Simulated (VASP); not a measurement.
# AgBiSeS (P4/mmm) in VASP: single point with LDA

Aim: the single point of AgBiSeS with LDA.

Everything below comes from runs of VASP 6.6.1. Logs are shortened: lines on timing, memory, paths and dates and some standing lists are left out, and cuts for length are marked.

## Step 1: The cell of the first run

The structure is tetragonal, space group P4/mmm (No. 123). Conventional cell: a = 4.024 Å, b = 4.024 Å, c = 5.922 Å, α = 90.00°, β = 90.00°, γ = 90.00°. Within 3.7 Å of Ag (site symmetry 4/mmm) lie 4 Se at 2.85 Å and 2 S at 2.96 Å. Within 3.7 Å of Bi (site symmetry 4/mmm) lie 4 S at 2.85 Å and 2 Se at 2.96 Å. Within 3.7 Å of Se (site symmetry 4/mmm) lie 4 Ag at 2.85 Å and 2 Bi at 2.96 Å. Within 3.7 Å of S (site symmetry 4/mmm) lie 4 Bi at 2.85 Å and 2 Ag at 2.96 Å.

## Step 2: Single point, LDA

File INCAR:

```
SYSTEM = AgBiSeS
PREC = Accurate ; ENCUT = 500
EDIFF = 1E-6 ; ISMEAR = 0
SIGMA = 0.01 ; LREAL = .False.
LASPH = .True. ; NELM = 120
ALGO = Normal ; ISIF = 2
LWAVE = .False. ; LCHARG = .True.
GGA = CA ; LELF = .True.
LVHAR = .True. ; NBANDS = 27
GGA_COMPAT = .False.
```

File KPOINTS:

```
regular mesh
0
Gamma
  2 2 2
  0 0 0
```

File POSCAR:

```
AgBiSeS
1.0
    4.0242490000      0.0000000000      0.0000000000
    0.0000000000      4.0242490000      0.0000000000
    0.0000000000      0.0000000000      5.9223520000
Ag Bi Se S
1 1 1 1
Direct
    0.0000000000      0.0000000000      0.0000000000
    0.5000000000      0.5000000000      0.5000000000
    0.5000000000      0.5000000000      0.0000000000
    0.0000000000      0.0000000000      0.5000000000
```

Potentials or basis: VASP PAW LDA potentials, release 64 (Ag, Bi_d, Se, S).

Command:

```console
$ cat potpaw_LDA.64/Ag/POTCAR potpaw_LDA.64/Bi_d/POTCAR potpaw_LDA.64/Se/POTCAR potpaw_LDA.64/S/POTCAR > POTCAR
$ mpirun -np 1 vasp_std > vasp.out
```

OUTCAR:

```text
SYSTEM = AgBiSeS
   PREC = Accurate
   ENCUT = 500
   EDIFF = 1E-6
   ISMEAR = 0
   LREAL = .False.
   LASPH = .True.
   NELM = 120
   ISIF = 2
   GGA = CA

 ion  position               nearest neighbor table
   1  0.000  0.000  0.000-   3 2.85   3 2.85   3 2.85   3 2.85   4 2.96   4 2.96
   2  0.500  0.500  0.500-   4 2.85   4 2.85   4 2.85   4 2.85   3 2.96   3 2.96
   3  0.500  0.500  0.000-   1 2.85   1 2.85   1 2.85   1 2.85   2 2.96   2 2.96
   4  0.000  0.000  0.500-   2 2.85   2 2.85   2 2.85   2 2.85   1 2.96   1 2.96

  LATTYP: Found a simple tetragonal cell.
 ALAT       =     4.0242490000
 C/A-ratio  =     1.4716663904

  Lattice vectors:

 A1 = (   4.0242490000,   0.0000000000,   0.0000000000)
 A2 = (   0.0000000000,   4.0242490000,   0.0000000000)
 A3 = (   0.0000000000,   0.0000000000,   5.9223520000)

Analysis of symmetry for initial positions (statically):
=====================================================================
 Subroutine PRICEL returns:
 Original cell was already a primitive cell.

 Routine SETGRP: Setting up the symmetry group for a
 simple tetragonal supercell.

 Subroutine GETGRP returns: Found 16 space group operations
 (whereof 16 operations were pure point group operations)
 out of a pool of 16 trial point group operations.

The static configuration has the point symmetry D_4h.

Analysis of symmetry for dynamics (positions and initial velocities):
=====================================================================
 Subroutine PRICEL returns:
 Original cell was already a primitive cell.

 Routine SETGRP: Setting up the symmetry group for a
 simple tetragonal supercell.

 Subroutine GETGRP returns: Found 16 space group operations
 (whereof 16 operations were pure point group operations)
 out of a pool of 16 trial point group operations.

The dynamic configuration has the point symmetry D_4h.

 Subroutine INISYM returns: Found 16 space group operations
 (whereof 16 operations are pure point group operations),
 and found     1 'primitive' translations

----------------------------------------------------------------------------------------

                                     Primitive cell

  volume of cell :      95.9100

  direct lattice vectors                    reciprocal lattice vectors
     4.024249000  0.000000000  0.000000000     0.248493570  0.000000000  0.000000000
     0.000000000  4.024249000  0.000000000     0.000000000  0.248493570  0.000000000
     0.000000000  0.000000000  5.922352000     0.000000000  0.000000000  0.168851835

  length of vectors
     4.024249000  4.024249000  5.922352000     0.248493570  0.248493570  0.168851835

  position of ions in fractional coordinates (direct lattice)
     0.000000000  0.000000000  0.000000000
     0.500000000  0.500000000  0.500000000
     0.500000000  0.500000000  0.000000000
     0.000000000  0.000000000  0.500000000

  ion indices of the primitive-cell ions
   primitive index   ion index
                 1           1
                 2           2
                 3           3
                 4           4

----------------------------------------------------------------------------------------

 KPOINTS: regular mesh

Automatic generation of k-mesh.
 Grid dimensions read from file:
 generate k-points for:    2    2    2

 Generating k-lattice:

  Cartesian coordinates                     Fractional coordinates (reciprocal lattice)
     0.124246785  0.000000000  0.000000000     0.500000000  0.000000000  0.000000000
     0.000000000  0.124246785  0.000000000     0.000000000  0.500000000  0.000000000
     0.000000000  0.000000000  0.084425917     0.000000000  0.000000000  0.500000000

  Length of vectors
     0.124246785  0.124246785  0.084425917

  Shift w.r.t. Gamma in fractional coordinates (k-lattice)
     0.000000000  0.000000000  0.000000000

 Subroutine IBZKPT returns following result:
 ===========================================

 Found      6 irreducible k-points:

 Following reciprocal coordinates:
            Coordinates               Weight
  0.000000  0.000000  0.000000      1.000000
  0.500000  0.000000  0.000000      2.000000
  0.500000  0.500000  0.000000      1.000000
  0.000000  0.000000  0.500000      1.000000
  0.500000  0.000000  0.500000      2.000000
  0.500000  0.500000  0.500000      1.000000
   k-points           NKPTS =      6   k-points in BZ     NKDIM =      6   number of bands    NBANDS=     27
   number of dos      NEDOS =    301   number of ions     NIONS =      4
   total plane-waves  NPLWV =  43200
   dimension x,y,z NGX =    30 NGY =   30 NGZ =   48
   dimension x,y,z NGXF=    60 NGYF=   60 NGZF=   96
   ions per type =               1   1   1   1
   NGX,Y,Z   is equivalent  to a cutoff of  12.39, 12.39, 13.47 a.u.
   NGXF,Y,Z  is equivalent  to a cutoff of  24.79, 24.79, 26.95 a.u.
 SYSTEM =  AgBiSeS
   PREC   = accura    normal or accurate (medium, high low for compatibility)
   ISTART =      0    job   : 0-new  1-cont  2-samecut
   ICHARG =      2    charge: 1-file 2-atom 10-const
   ISPIN  =      1    spin polarized calculation?
   LNONCOLLINEAR =      F non collinear calculations
   LSORBIT =      F    spin-orbit coupling
   LASPH  =      T    aspherical Exc in radial PAW
   ENCUT  =  500.0 eV  36.75 Ry    6.06 a.u.   7.34  7.34 10.80*2*pi/ulx,y,z
   NELM   =    120;   NELMIN=  2; NELMDL= -5     # of ELM steps
   EDIFF  = 0.1E-05   stopping-criterion for ELM
   LREAL  =      F    real-space projection
   EDIFFG = 0.1E-04   stopping-criterion for IOM
   NSW    =      0    number of steps for IOM
   IBRION =     -1    ionic relax: 0-MD 1-quasi-New 2-CG
   NFREE  =      0    steps in history (QN), initial steepest desc. (CG)
   ISIF   =      2    stress and relaxation
   ISYM   =      2    0-nonsym 1-usesym 2-fastsym
   POTIM  = 0.5000    time-step for ionic-motion
   TEBEG  =    0.0;   TEEND  =   0.0 temperature during run
   PSTRESS=    0.0 pullay stress
   NELECT =      38.0000    total number of electrons
   NUPDOWN=      -1.0000    fix difference up-down
   EMIN   =  10.00;   EMAX   =-10.00  energy-range for DOS
   EFERMI =   0.00;   METHOD = LEGACY
   ISMEAR =     0;   SIGMA  =   0.01  broadening in eV -4-tet -1-fermi 0-gaus
   EFERMI_NEDOS =   21; number of points for ismear=-14 and -15
   IALGO  =     38    algorithm
   IMIX   =      4    mixing-type and parameters
     AMIX     =   0.40;   BMIX     =  1.00
     AMIX_MAG =   1.60;   BMIX_MAG =  1.00
  volume/ion in A,a.u.               =      23.98       161.81
  Fermi-wavevector in a.u.,A,eV,Ry     =   1.202397  2.272202 19.670755  1.445760
  Thomas-Fermi vector in A             =   2.338180
   LORBIT       =      0    0 simple, 1 ext, 2 COOP (PROOUT), +10 PAW based schemes
   GGA     = CA    functional components
   LHFCALC =     F    Hartree Fock is set to
   AEXX    =    0.0000 exact exchange contribution
   IVDW    =     0    specifies the selected vdW correction
   LEPSILON=     F    determine dielectric tensor
   LRPA    =     F    only Hartree local field effects (RPA)
 non-spin polarized calculation
 Gauss-broadening in eV      SIGMA  =   0.01
  energy-cutoff  :      500.00
  volume of cell :       95.91
 maximum number of plane-waves:      2458
 NGX is ok and might be reduce to    30
   NGX = 15   NGY = 15   NGZ = 21

 number of electron      37.9999994 magnetization

 Free energy of the ion-electron system (eV)
  ---------------------------------------------------
  ext. energy  EPLUGINS =         0.00000000
  ---------------------------------------------------
  free energy    TOTEN  =       -15.99963156 eV

  energy without entropy =      -15.99836533  energy(sigma->0) =      -15.99899844

 E-fermi :   5.4726     XC(G=0): -10.4008

 val. band max:        5.4636721000   @ k =   0.5000   0.0000   0.5000
 cond. band min:       5.4815721915   @ k =   0.5000   0.0000   0.5000
 fundamental gap:      0.0179000914
 Fermi energy:         5.4726221457

 k-point     1 :       0.0000    0.0000    0.0000
  band No.  band energies     occupation
      1     -17.4653      2.00000
      2     -17.4393      2.00000
      3     -17.4242      2.00000
      4     -17.3853      2.00000
      5     -17.3853      2.00000
      6      -8.6609      2.00000
      7      -6.9811      2.00000
      8      -2.7102      2.00000
      9       0.1789      2.00000
     10       1.1483      2.00000
     11       1.3162      2.00000
     12       1.6139      2.00000
     13       1.6139      2.00000
     14       1.7834      2.00000
     15       2.0181      2.00000
     16       2.0181      2.00000
     17       3.9966      2.00000
     18       3.9966      2.00000
     19       4.1243      2.00000
     20       6.0373      0.00000
     21       9.6651      0.00000
     22      10.2376      0.00000
     23      10.2376      0.00000
     24      10.4023      0.00000
     25      13.1067      0.00000
     26      13.1067      0.00000
     27      13.5263      0.00000

 k-point     2 :       0.5000    0.0000    0.0000
  band No.  band energies     occupation
      1     -17.4559      2.00000
      2     -17.4463      2.00000
      3     -17.3997      2.00000
      4     -17.3952      2.00000
      5     -17.3843      2.00000
      6      -7.5897      2.00000
      7      -6.7885      2.00000
      8      -4.9503      2.00000
      9       0.1120      2.00000
     10       0.4935      2.00000
     11       0.4966      2.00000
     12       1.6393      2.00000
     13       1.6691      2.00000
     14       2.4190      2.00000
     15       2.5704      2.00000
     16       2.9302      2.00000
     17       3.7319      2.00000
     18       4.6936      2.00000
     19       5.2961      2.00000
     20       5.7771      0.00000
     21       6.9091      0.00000
     22       9.6564      0.00000
     23       9.8654      0.00000
     24      10.7289      0.00000
     25      11.0838      0.00000
     26      12.0527      0.00000
     27      14.4097      0.00000

 k-point     3 :       0.5000    0.5000    0.0000
  band No.  band energies     occupation
      1     -17.4860      2.00000
      2     -17.4115      2.00000
      3     -17.3949      2.00000
      4     -17.3938      2.00000
      5     -17.3938      2.00000
      6      -7.3853      2.00000
      7      -6.1895      2.00000
      8      -4.2588      2.00000
      9      -0.0598      2.00000
     10      -0.0598      2.00000
     11       1.4536      2.00000
     12       1.4536      2.00000
     13       1.6162      2.00000
     14       1.7068      2.00000
     15       1.7285      2.00000
     16       1.8458      2.00000
     17       2.4491      2.00000
     18       2.4491      2.00000
     19       3.3226      2.00000
     20       6.0188      0.00000
     21       9.9772      0.00000
     22       9.9772      0.00000
     23      10.5668      0.00000
     24      11.0902      0.00000
     25      11.0902      0.00000
     26      14.9092      0.00000
     27      15.3930      0.00000

 k-point     4 :       0.0000    0.0000    0.5000
  band No.  band energies     occupation
      1     -17.4652      2.00000
      2     -17.4393      2.00000
      3     -17.4211      2.00000
      4     -17.3855      2.00000
      5     -17.3855      2.00000
      6      -8.2156      2.00000
      7      -7.6239      2.00000
      8      -3.0495      2.00000
      9       0.7272      2.00000
     10       1.1507      2.00000
     11       1.3162      2.00000
     12       1.3793      2.00000
     13       1.3793      2.00000
     14       2.5080      2.00000
     15       2.5080      2.00000
     16       3.1443      2.00000
     17       3.7196      2.00000
     18       3.7196      2.00000
     19       3.7649      2.00000
     20       6.3250      0.00000
     21       8.4850      0.00000
     22       9.8111      0.00000
     23       9.9057      0.00000
     24       9.9057      0.00000
     25      11.2878      0.00000
     26      12.1354      0.00000
     27      13.8254      0.00000

 k-point     5 :       0.5000    0.0000    0.5000
  band No.  band energies     occupation
      1     -17.4558      2.00000
      2     -17.4459      2.00000
      3     -17.3970      2.00000
      4     -17.3955      2.00000
      5     -17.3845      2.00000
      6      -7.2485      2.00000
      7      -6.7410      2.00000
      8      -5.8010      2.00000
      9       0.0489      2.00000
     10       0.5184      2.00000
     11       1.0214      2.00000
     12       1.3821      2.00000
     13       1.5770      2.00000
     14       1.8608      2.00000
     15       3.8680      2.00000
     16       3.8828      2.00000
     17       5.3715      2.00000
     18       5.3853      2.00000
     19       5.4637      1.79439
     20       5.4816      0.20561
     21       5.7570      0.00000
     22       6.1451      0.00000
     23       9.4993      0.00000
     24       9.8430      0.00000
     25      11.2628      0.00000
     26      11.9130      0.00000
     27      15.0099      0.00000

 k-point     6 :       0.5000    0.5000    0.5000
  band No.  band energies     occupation
      1     -17.4860      2.00000
      2     -17.4114      2.00000
      3     -17.3940      2.00000
      4     -17.3940      2.00000
      5     -17.3917      2.00000
      6      -7.1584      2.00000
      7      -6.1437      2.00000
      8      -5.0041      2.00000
      9       0.0009      2.00000
     10       0.0009      2.00000
     11       1.0961      2.00000
     12       1.7070      2.00000
     13       1.7601      2.00000
     14       1.7601      2.00000
     15       1.8115      2.00000
     16       1.9454      2.00000
     17       1.9454      2.00000
     18       3.3180      2.00000
     19       4.4511      2.00000
     20       6.3261      0.00000
     21       8.2484      0.00000
     22      10.4819      0.00000
     23      10.4819      0.00000
     24      11.5098      0.00000
     25      11.5634      0.00000
     26      11.5634      0.00000
     27      14.2783      0.00000

------------------------ aborting loop because EDIFF is reached ----------------------------------------

  FORCE on cell =-STRESS in cart. coord.  units (eV):
  Direction    XX          YY          ZZ          XY          YZ          ZX
  --------------------------------------------------------------------------------------
  -------------------------------------------------------------------------------------
  Total       -2.2022005     -2.2022005     -2.4192282      0.0000000      0.0000000      0.0000000
  in kB      -36.7877763    -36.7877763    -40.4132247      0.0000000      0.0000000      0.0000000
  external PRESSURE =     -37.9962591 kB  Pullay stress =       0.0000000 kB

 VOLUME and BASIS-vectors are now :
 -----------------------------------------------------------------------------
  energy-cutoff  :      500.00
  volume of cell :       95.91
      direct lattice vectors                 reciprocal lattice vectors
     4.024249000  0.000000000  0.000000000     0.248493570  0.000000000  0.000000000
     0.000000000  4.024249000  0.000000000     0.000000000  0.248493570  0.000000000
     0.000000000  0.000000000  5.922352000     0.000000000  0.000000000  0.168851835

 POSITION                                       TOTAL-FORCE (eV/Angst)
 -----------------------------------------------------------------------------------
      0.00000      0.00000      0.00000         0.000000      0.000000      0.000000
      2.01212      2.01212      2.96118         0.000000      0.000000      0.000000
      2.01212      2.01212      0.00000         0.000000      0.000000      0.000000
      0.00000      0.00000      2.96118         0.000000      0.000000      0.000000
 -----------------------------------------------------------------------------------
    total drift:                                0.000000      0.000000      0.000000

  FREE ENERGIE OF THE ION-ELECTRON SYSTEM (eV)
  ---------------------------------------------------
  free  energy   TOTEN  =       -15.9996315566 eV

  energy  without entropy=      -15.9983653320  energy(sigma->0) =      -15.99899844
```

Run time: 11 s. Hardware: 1 thread of AMD EPYC 9R45 (Zen 5), shared host; peak memory 0.14 GiB.

Results:

| Item | Value |
| --- | --- |
| Free energy | -15.9996 eV |
| Pressure | -3.8 GPa |
| Band gap on the k mesh | 0.02 eV |

Caveat: the k points lie up to 0.78 Å⁻¹ apart; spin-orbit coupling is left out, which moves the levels of the heavy elements.
